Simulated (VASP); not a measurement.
# BaZrO3 (Pm-3m) in VASP: further runs

Runs on BaZrO3. Level: PBE. Tasks: single point, relaxation of cell and atoms.

All numbers are computed with VASP 6.6.1; they aren't measurements. Logs are shortened: lines on timing, memory, paths and dates and some standing lists are left out, and cuts for length are marked.

### 1 The cell of the first run

It takes space group Pm-3m (No. 221, cubic). Conventional cell: a = 4.227 Å, b = 4.227 Å, c = 4.227 Å, α = 90.00°, β = 90.00°, γ = 90.00°. Ba (site symmetry m-3m) has 12 O at 2.99 Å and 8 Zr at 3.66 Å within 3.9 Å. Within 2.8 Å of Zr (site symmetry m-3m) lie 6 O at 2.11 Å. O (site symmetry 4/mmm) has 2 Zr at 2.11 Å within 2.8 Å.

### 2 Single point, PBE

Contents of INCAR:

```
ALGO = Normal ; EDIFF = 1E-7
ENCUT = 520 ; GGA = PE
ISIF = 2 ; ISMEAR = 0
LASPH = True ; LCHARG = False
LREAL = False ; LWAVE = False
NBANDS = 28 ; NELM = 100
PREC = Accurate ; SIGMA = 0.02
```

Contents of KPOINTS:

```
k-points
0
Gamma
  6 6 6
```

Contents of POSCAR:

```
BaZrO3
1.0
    4.2274555588      0.0000000000      0.0000000000
    0.0000000000      4.2274555588      0.0000000000
    0.0000000000      0.0000000000      4.2274555588
Ba Zr O
1 1 3
Direct
    0.5000000000      0.5000000000      0.5000000000
    0.0000000000      0.0000000000      0.0000000000
    0.5000000000      0.0000000000      0.0000000000
    0.0000000000      0.5000000000      0.0000000000
    0.0000000000      0.0000000000      0.5000000000
```

Potentials or basis: VASP PAW PBE potentials, release 64 (Ba_sv, Zr_sv, O).

Started as:

```
cat potpaw_PBE.64/Ba_sv/POTCAR potpaw_PBE.64/Zr_sv/POTCAR potpaw_PBE.64/O/POTCAR > POTCAR
mpirun -np 1 vasp_std > vasp.out
```

OUTCAR:

```text
EDIFF = 1E-7
   ENCUT = 520
   GGA = PE
   ISIF = 2
   ISMEAR = 0
   LASPH = True
   LREAL = False
   NELM = 100
   PREC = Accurate

 ion  position               nearest neighbor table
   1  0.500  0.500  0.500-   3 2.99   4 2.99   5 2.99   3 2.99   4 2.99   3 2.99   5 2.99   3 2.99
                             4 2.99   5 2.99   4 2.99   5 2.99   2 3.66   2 3.66   2 3.66   2 3.66
   2  0.000  0.000  0.000-   3 2.11   4 2.11   5 2.11   5 2.11   4 2.11   3 2.11   1 3.66   1 3.66
                             1 3.66   1 3.66   1 3.66   1 3.66   1 3.66   1 3.66
   3  0.500  0.000  0.000-   2 2.11   2 2.11   1 2.99   1 2.99   1 2.99   1 2.99
   4  0.000  0.500  0.000-   2 2.11   2 2.11   1 2.99   1 2.99   1 2.99   1 2.99
   5  0.000  0.000  0.500-   2 2.11   2 2.11   1 2.99   1 2.99   1 2.99   1 2.99

  LATTYP: Found a simple cubic cell.
 ALAT       =     4.2274555588

  Lattice vectors:

 A1 = (   4.2274555588,   0.0000000000,   0.0000000000)
 A2 = (   0.0000000000,   4.2274555588,   0.0000000000)
 A3 = (   0.0000000000,   0.0000000000,   4.2274555588)

Analysis of symmetry for initial positions (statically):
=====================================================================
 Subroutine PRICEL returns:
 Original cell was already a primitive cell.

 Routine SETGRP: Setting up the symmetry group for a
 simple cubic supercell.

 Subroutine GETGRP returns: Found 48 space group operations
 (whereof 48 operations were pure point group operations)
 out of a pool of 48 trial point group operations.

The static configuration has the point symmetry O_h .

Analysis of symmetry for dynamics (positions and initial velocities):
=====================================================================
 Subroutine PRICEL returns:
 Original cell was already a primitive cell.

 Routine SETGRP: Setting up the symmetry group for a
 simple cubic supercell.

 Subroutine GETGRP returns: Found 48 space group operations
 (whereof 48 operations were pure point group operations)
 out of a pool of 48 trial point group operations.

The dynamic configuration has the point symmetry O_h .

 Subroutine INISYM returns: Found 48 space group operations
 (whereof 48 operations are pure point group operations),
 and found     1 'primitive' translations

----------------------------------------------------------------------------------------

                                     Primitive cell

  volume of cell :      75.5505
[... 90 lines left out ...]
   EDIFF  = 0.1E-06   stopping-criterion for ELM
   LREAL  =      F    real-space projection
   EDIFFG = 0.1E-05   stopping-criterion for IOM
   NSW    =      0    number of steps for IOM
   IBRION =     -1    ionic relax: 0-MD 1-quasi-New 2-CG
   NFREE  =      0    steps in history (QN), initial steepest desc. (CG)
   ISIF   =      2    stress and relaxation
   ISYM   =      2    0-nonsym 1-usesym 2-fastsym
   POTIM  = 0.5000    time-step for ionic-motion
   TEBEG  =    0.0;   TEEND  =   0.0 temperature during run
   PSTRESS=    0.0 pullay stress
   NELECT =      40.0000    total number of electrons
   NUPDOWN=      -1.0000    fix difference up-down
   EMIN   =  10.00;   EMAX   =-10.00  energy-range for DOS
   EFERMI =   0.00;   METHOD = LEGACY
   ISMEAR =     0;   SIGMA  =   0.02  broadening in eV -4-tet -1-fermi 0-gaus
   EFERMI_NEDOS =   21; number of points for ismear=-14 and -15
   IALGO  =     38    algorithm
   IMIX   =      4    mixing-type and parameters
     AMIX     =   0.40;   BMIX     =  1.00
     AMIX_MAG =   1.60;   BMIX_MAG =  1.00
  volume/ion in A,a.u.               =      15.11       101.97
  Fermi-wavevector in a.u.,A,eV,Ry     =   1.324390  2.502734 23.864727  1.754008
  Thomas-Fermi vector in A             =   2.453928
   LORBIT       =      0    0 simple, 1 ext, 2 COOP (PROOUT), +10 PAW based schemes
   GGA     = PE    functional components
   LHFCALC =     F    Hartree Fock is set to
   AEXX    =    0.0000 exact exchange contribution
   IVDW    =     0    specifies the selected vdW correction
   LEPSILON=     F    determine dielectric tensor
   LRPA    =     F    only Hartree local field effects (RPA)
 non-spin polarized calculation
 Gauss-broadening in eV      SIGMA  =   0.02
  energy-cutoff  :      520.00
  volume of cell :       75.55
 maximum number of plane-waves:      2054
 NGX is ok and might be reduce to    32
   NGX = 15   NGY = 15   NGZ = 15

 number of electron      39.9999986 magnetization

 Free energy of the ion-electron system (eV)
  ---------------------------------------------------
  ext. energy  EPLUGINS =         0.00000000
  ---------------------------------------------------
  free energy    TOTEN  =       -41.72354997 eV

  energy without entropy =      -41.72354997  energy(sigma->0) =      -41.72354997

 E-fermi :   3.7996     XC(G=0): -10.6417

 val. band max:        3.6072739015   @ k =   0.5000   0.5000   0.5000
 cond. band min:       6.7394845023   @ k =   0.0000   0.0000   0.0000
 fundamental gap:      3.1322106008
 Fermi energy:         3.7995960018

 k-point     1 :       0.0000    0.0000    0.0000
  band No.  band energies     occupation
      1     -43.5726      2.00000
      2     -21.7883      2.00000
      3     -21.6995      2.00000
      4     -21.6995      2.00000
      5     -21.6995      2.00000
      6     -12.7193      2.00000
[... 609 lines left out ...]
     27      12.5828      0.00000
     28      12.5828      0.00000

------------------------ aborting loop because EDIFF is reached ----------------------------------------

  FORCE on cell =-STRESS in cart. coord.  units (eV):
  Direction    XX          YY          ZZ          XY          YZ          ZX
  --------------------------------------------------------------------------------------
  -------------------------------------------------------------------------------------
  Total        0.4314544      0.4314544      0.4314544     -0.0000000      0.0000000     -0.0000000
  in kB        9.1497314      9.1497314      9.1497314     -0.0000000      0.0000000     -0.0000000
  external PRESSURE =       9.1497314 kB  Pullay stress =       0.0000000 kB

 VOLUME and BASIS-vectors are now :
 -----------------------------------------------------------------------------
  energy-cutoff  :      520.00
  volume of cell :       75.55
      direct lattice vectors                 reciprocal lattice vectors
     4.227455559  0.000000000  0.000000000     0.236548909  0.000000000  0.000000000
     0.000000000  4.227455559  0.000000000     0.000000000  0.236548909  0.000000000
     0.000000000  0.000000000  4.227455559     0.000000000  0.000000000  0.236548909

 POSITION                                       TOTAL-FORCE (eV/Angst)
 -----------------------------------------------------------------------------------
      2.11373      2.11373      2.11373         0.000000      0.000000      0.000000
      0.00000      0.00000      0.00000         0.000000      0.000000      0.000000
      2.11373      0.00000      0.00000         0.000000      0.000000      0.000000
      0.00000      2.11373      0.00000         0.000000      0.000000      0.000000
      0.00000      0.00000      2.11373         0.000000      0.000000      0.000000
 -----------------------------------------------------------------------------------
    total drift:                                0.000000      0.000000     -0.000000

  FREE ENERGIE OF THE ION-ELECTRON SYSTEM (eV)
  ---------------------------------------------------
  free  energy   TOTEN  =       -41.7235499708 eV

  energy  without entropy=      -41.7235499708  energy(sigma->0) =      -41.72354997
```

Run time: 22 s. Hardware: 1 thread of Intel Xeon 6975P-C, shared host; peak memory 0.2 GiB.

Results:

```yaml
Free_energy: -41.7235 eV
Pressure: 0.9 GPa
Band_gap_on_the_k_mesh: 3.13 eV, indirect (least direct gap 3.38 eV)
```

Levels at points of the mesh, in eV from the valence-band top:
```
           k point  band 17  band 18  band 19  band 20  band 21  band 22  band 23  band 24
(0.00, 0.00, 0.00)    -0.95    -0.25    -0.25    -0.25     3.13     3.13     3.13     4.62
(0.50, 0.00, 0.00)    -1.69    -1.61    -0.49    -0.49     3.55     5.54     5.54     6.34
(0.50, 0.50, 0.00)    -0.93    -0.93    -0.85    -0.07     5.51     5.51     6.31     6.34
(0.50, 0.50, 0.50)    -2.52     0.00     0.00     0.00     5.88     5.88     5.88     6.78
```

Caveat: spin-orbit coupling is left out, which moves the levels of the heavy elements.

### 3 Relaxation of cell and atoms, PBE

This run uses another cell than the first one, of 14.62 Å³/atom, 0.968 times its volume.

Contents of INCAR:

```
SYSTEM = BaZrO3
PREC = Accurate
ENCUT = 600
EDIFF = 1E-6
ISMEAR = 0
SIGMA = 0.1
LREAL = .FALSE.
LASPH = .TRUE.
NELM = 80
ALGO = Normal
ISIF = 3
LWAVE = .FALSE.
LCHARG = .FALSE.
GGA = PE
IBRION = 2
NSW = 90
EDIFFG = -0.04
```

Contents of KPOINTS:

```
Automatic mesh
0
G
  4 4 4
  0 0 0
```

Edit POSCAR of step 2 so:

```diff
@@ -2,5 +2,5 @@
 1.0
-    4.2274555588      0.0000000000      0.0000000000
-    0.0000000000      4.2274555588      0.0000000000
-    0.0000000000      0.0000000000      4.2274555588
+    4.1814999600      0.0000000000      0.0000000000
+    0.0000000000      4.1814999600      0.0000000000
+    0.0000000000      0.0000000000      4.1814999600
 Ba Zr O
```

Potentials or basis: VASP PAW PBE potentials, release 64 (Ba_sv, Zr_sv, O).

Started as:

```
cat potpaw_PBE.64/Ba_sv/POTCAR potpaw_PBE.64/Zr_sv/POTCAR potpaw_PBE.64/O/POTCAR > POTCAR
mpirun -np 1 vasp_std > vasp.out
```

It took 41 s on 1 thread of Intel Xeon 6975P-C, shared host; peak memory 0.23 GiB.

Results (log left out):

* Free energy: -41.7179 eV
* Relaxed volume: 15.20 Å³/atom
* Relaxed cell: a = 4.236 Å, b = 4.236 Å, c = 4.236 Å, α = 90.00°, β = 90.00°, γ = 90.00°
* Space group after relaxing (to 0.05 Å): Pm-3m (No. 221)
* Energy gained by relaxing: 10.6 meV/atom
* Ionic steps: 3
* Pressure after relaxing: 0.0 GPa
* Band gap on the k mesh: 3.11 eV, indirect (least direct gap 3.37 eV)

Step by step:
| step | energy change (eV) | largest force (eV/Å) | pressure (GPa) | volume (Å³) |
| --- | --- | --- | --- | --- |
| 1 | 0.0000 | 0.0000 | 6.19 | 73.11 |
| 2 | 0.0084 | 0.0000 | -5.76 | 79.25 |
| 3 | -0.0531 | 0.0000 | -0.02 | 75.98 |

Final structure:
```
CELL_PARAMETERS angstrom
4.23550 0.00000 0.00000
0.00000 4.23550 0.00000
0.00000 0.00000 4.23550
ATOMIC_POSITIONS crystal
Ba 0.50000 0.50000 0.50000
Zr 0.00000 0.00000 0.00000
O 0.50000 0.00000 0.00000
O 0.00000 0.50000 0.00000
O 0.00000 0.00000 0.50000
```

Levels at points of the mesh, in eV from the valence-band top:
```tsv
k point	band 18	band 19	band 20	band 21	band 22	band 23
(0.00, 0.00, 0.00)	-0.26	-0.26	-0.26	3.11	3.11	3.11
(0.50, 0.00, 0.00)	-1.60	-0.50	-0.50	3.53	5.50	5.50
(0.50, 0.50, 0.00)	-0.93	-0.86	-0.07	5.47	5.47	6.27
(0.50, 0.50, 0.50)	0.00	0.00	0.00	5.86	5.86	5.86
```

Caveat: spin-orbit coupling is left out, which moves the levels of the heavy elements.

### 4 Relaxation of cell and atoms, PBE

Contents of INCAR:

```
SYSTEM = BaZrO3
  PREC = Accurate
  ENCUT = 600
  EDIFF = 1E-6
  ISMEAR = 0
  SIGMA = 0.02
  LREAL = .False.
  LASPH = .True.
  NELM = 80
  ALGO = Normal
  ISIF = 3
  LWAVE = .False.
  LCHARG = .False.
  GGA = PE
  IBRION = 2
  NSW = 100
  EDIFFG = -0.01
```

Contents of KPOINTS:

```
Automatic mesh
0
Gamma
  6 6 6
  0 0 0
```

Edit POSCAR of step 3 so:

```diff
@@ -2,5 +2,5 @@
 1.0
-    4.1814999600      0.0000000000      0.0000000000
-    0.0000000000      4.1814999600      0.0000000000
-    0.0000000000      0.0000000000      4.1814999600
+    4.2267269519      0.0000000000      0.0000000000
+    0.0000000000      4.2267269519      0.0000000000
+    0.0000000000      0.0000000000      4.2267269519
 Ba Zr O
```

Started as:

```
cat potpaw_PBE.64/Ba_sv/POTCAR potpaw_PBE.64/Zr_sv/POTCAR potpaw_PBE.64/O/POTCAR > POTCAR
mpirun -np 1 vasp_std > vasp.out
```

Wall time 2.1 min (1 thread of Intel Xeon 6975P-C, shared host); peak memory 0.24 GiB.

The run converged. Its results:

```
Free energy                            : -41.7319 eV
Relaxed volume                         : 15.19 Å³/atom
Relaxed cell                           : a = 4.235 Å, b = 4.235 Å, c = 4.235 Å, α = 90.00°, β = 90.00°, γ = 90.00°
Space group after relaxing (to 0.05 Å) : Pm-3m (No. 221)
Energy gained by relaxing              : 0.2 meV/atom
Ionic steps                            : 3
Pressure after relaxing                : 0.0 GPa
Band gap on the k mesh                 : 3.12 eV, indirect (least direct gap 3.38 eV)
```

Step by step:
```
step  energy change (eV)  largest force (eV/Å)  pressure (GPa)  volume (Å³)
   1              0.0000                0.0000            0.84        75.51
   2              0.0001                0.0000           -0.86        76.38
   3             -0.0011                0.0000            0.00        75.94
```

Final structure:
```
CELL_PARAMETERS angstrom
4.23463 0.00000 0.00000
0.00000 4.23463 0.00000
0.00000 0.00000 4.23463
ATOMIC_POSITIONS crystal
Ba 0.50000 0.50000 0.50000
Zr 0.00000 0.00000 0.00000
O 0.50000 0.00000 0.00000
O 0.00000 0.50000 0.00000
O 0.00000 0.00000 0.50000
```

Levels at points of the mesh, in eV from the valence-band top:
| k point | band 16 | band 17 | band 18 | band 19 | band 20 | band 21 | band 22 | band 23 | band 24 |
| --- | --- | --- | --- | --- | --- | --- | --- | --- | --- |
| (0.00, 0.00, 0.00) | -0.94 | -0.94 | -0.26 | -0.26 | -0.26 | 3.12 | 3.12 | 3.12 | 4.62 |
| (0.50, 0.00, 0.00) | -1.69 | -1.69 | -1.60 | -0.49 | -0.49 | 3.54 | 5.51 | 5.51 | 6.32 |
| (0.50, 0.50, 0.00) | -2.31 | -0.93 | -0.93 | -0.86 | -0.07 | 5.48 | 5.48 | 6.28 | 6.31 |
| (0.50, 0.50, 0.50) | -2.52 | -2.52 | 0.00 | 0.00 | 0.00 | 5.86 | 5.86 | 5.86 | 6.74 |

Caveat: spin-orbit coupling is left out, which moves the levels of the heavy elements. Expect the measured gap to be larger: semilocal functionals such as PBE lack the derivative discontinuity.

### 5 The runs side by side

```csv
task,cell,k mesh,cutoff (eV),smearing,gap on the mesh (eV),pressure (GPa),relaxed volume (Å³/atom)
single point,"a = 4.227 Å, 5 atoms",6 × 6 × 6,520,gaussian 0.02 eV,3.13,0.9,-
relaxation of cell and atoms,"relaxed from a = 4.181 Å, 5 atoms",4 × 4 × 4,600,gaussian 0.1 eV,3.11,0.0,15.20
relaxation of cell and atoms,"relaxed from a = 4.227 Å, 5 atoms",6 × 6 × 6,600,gaussian 0.02 eV,3.12,0.0,15.19
```

Alike in all rows: level PBE; potentials or basis VASP PAW PBE potentials, release 64 (Ba_sv, Zr_sv, O); no spin polarisation.

Caveats: spin-orbit coupling is left out, which moves the levels of the heavy elements.

Total energies depend on the potentials used, so only differences within one code and one set of settings carry meaning.
